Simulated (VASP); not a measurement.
The system is Ge.

```
Ge
1.0
    -2.52874    2.68575    1.45586
     2.52874   -2.68575    1.45586
     2.52874    2.68575   -1.45586
Ge
2
Direct
  0.31406 0.06406 0.25000
  0.68594 0.93594 0.75000
```

This cell differs from its parent crystal: volume scaled by 1.04.

Base run:

```yaml
Program: VASP 6.6.1
Functional: PBEsol
Potentials_or_basis: VASP PAW PBE potentials, release 64 (Ge_d)
Cutoff: 520 eV
k_mesh: 11 × 11 × 11
Occupations: fermi-dirac, width 0.05 eV
Spin: no spin polarisation
```

Its results: band gap on the k mesh zero (band 14 reaches 7.92 eV, above the bottom of band 15 at 3.00 eV); pressure -5.0 GPa; largest force 0.062 eV/Å.

Question: The run is repeated on the same cell with these changes: functional from PBEsol to r2SCAN. What comes out?

Answer: Band gap on the k mesh zero (band 14 reaches 8.05 eV, above the bottom of band 15 at 2.89 eV); pressure -4.0 GPa; largest force 0.102 eV/Å.

Caveats: the PAW data sets were made with another functional, which shifts forces and pressure a little.
